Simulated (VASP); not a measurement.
Runs of VASP 6.6.1 on MoS2. The structure is that of space group R-3m (No. 166), or close to it. The cells are those of the table. 

| task | cell | k mesh | cutoff (eV) | k mesh for the DOS | occupations for the DOS | gap on the mesh (eV) | pressure (GPa) | relaxed volume (Å³/atom) | largest force (eV/Å) |
| --- | --- | --- | --- | --- | --- | --- | --- | --- | --- |
| single point | a = 6.223 Å, angles 29.2°, 3 atoms | 15 × 15 × 15 | 520 | - | - | none | -0.1 | - | 0.01 |
| single point | a = 6.238 Å, angles 29.2°, 3 atoms | 6 × 6 × 6 | 520 | - | - | none | (a) | - | 0.01 |
| relaxation of shape and atoms at fixed volume | relaxed from a = 6.065 Å, angles 29.4°, 3 atoms | 15 × 15 × 15 | 600 | - | - | none | 4.4 | - | 0.01 |
| single point | a = 6.449 Å, angles 28.4°, 3 atoms | 15 × 15 × 15 | 520 | - | - | none | -2.4 | - | 0.02 |
| relaxation of cell and atoms | relaxed from a = 6.243 Å, angles 29.2°, 3 atoms | 15 × 15 × 15 | 600 | - | - | none | 0.0 | (b) | - |
| single point | a = 6.620 Å, angles 27.8°, 3 atoms | 15 × 15 × 15 | 520 | - | - | none | -3.0 | - | 0.02 |
| relaxation of cell and atoms | relaxed from a = 6.383 Å, angles 28.8°, 3 atoms | 6 × 6 × 6 | 600 | - | - | none | -0.1 | 16.98 | 0.01 |
| relaxation of cell and atoms | relaxed from a = 6.383 Å, angles 28.8°, 3 atoms | 9 × 9 × 9 | 600 | - | - | none | 0.2 | 16.92 | 0.02 |
| relaxation of shape and atoms at fixed volume | relaxed from a = 6.161 Å, angles 29.2°, 3 atoms | 15 × 15 × 15 | 600 | - | - | none | 1.9 | - | 0.01 |

Alike in all rows: level PBE+D3(BJ); potentials or basis VASP PAW PBE potentials, release 64 (Mo_sv, S); no spin polarisation; smearing gaussian 0.1 eV.

Q: Fill in the values left out.

A: (a) -0.2; (b) 16.87.

Caveats: some runs use coarse meshes; pairwise dispersion overbinds metals, which lowers pressure and volume; the relaxation stopped at a loose force limit of 0.05 eV/Å, so its end isn't a converged minimum (some runs).

A k mesh can miss the band edges, and the runs leave out spin-orbit coupling on Mo.

A gap of «none» marks levels without a gap at the run's occupations.
